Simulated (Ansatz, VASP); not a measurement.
Two plane-wave programs on Al

```
CELL_PARAMETERS angstrom
0.00000 2.10276 2.10276
2.10276 0.00000 2.10276
2.10276 2.10276 0.00000
ATOMIC_POSITIONS crystal
Al 0.00000 0.00000 0.00000
```

Alike in both runs: task single point; functional PBE; k mesh 12 × 12 × 12; no spin polarisation.

|  | VASP | Ansatz |
| --- | --- | --- |
| version | VASP 6.6.1 | Ansatz 0.2.0 |
| potentials or method | VASP PAW PBE potentials, release 64 (Al), cutoff 520 eV | plane waves, PAW |
| occupations | methfessel-paxton of order 1, width 0.1 eV | cold, width 0.1 eV |
| valence electrons in the cell | 3 | 3 |

VASP gave:

* pressure (GPa): -7.3

**Question.** Estimate Ansatz's values.

**Answer.** Pressure (GPa): -7.2.
